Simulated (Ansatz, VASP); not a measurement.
**One calculation of LiTa2O5, two programs**

```xyz
8
Lattice="5.7566 0.0000 0.0000 -2.8783 4.9854 0.0000 0.0000 0.0000 3.9017" Properties=species:S:1:pos:R:3 pbc="T T T"
Li    0.0000    0.0000    0.0000
Ta    0.0000    3.3236    1.9508
Ta    2.8783    1.6618    1.9508
O     0.0000    3.3236    0.0000
O    -0.9110    1.5780    1.9508
O     1.9673    3.4074    1.9508
O     1.8221    0.0000    1.9508
O     2.8783    1.6618    0.0000
```

Alike in both runs: functional PBE; k mesh 6 × 6 × 10; occupations gaussian, width 0.1 eV; no spin polarisation.

Ansatz relaxed the structure, and its values are those at the end. VASP's run is a single point on that final structure, the one shown.

|  | VASP | Ansatz |
| --- | --- | --- |
| version | VASP 6.6.1 | Ansatz 0.2.0 |
| potentials or method | VASP PAW PBE potentials, release 64 (Li_sv, Ta_sv_GW, O), cutoff 750 eV | scalar-relativistic, plane waves, PAW |
| valence electrons in the cell | 59 | 59 |

Ansatz gave:

```
gap on the k mesh at the Fermi level (eV) : none
pressure (GPa)                            : 0.0
rms of the force components (eV/Å)        : 0.000
```

Q: What did VASP give for the same quantities?

A: gap on the k mesh at the Fermi level (eV): none; pressure (GPa): 0.1; rms of the force components (eV/Å): 0.012.

A gap of «none» marks a metal or a gap that the smearing closes.

Spin-orbit coupling is off throughout.
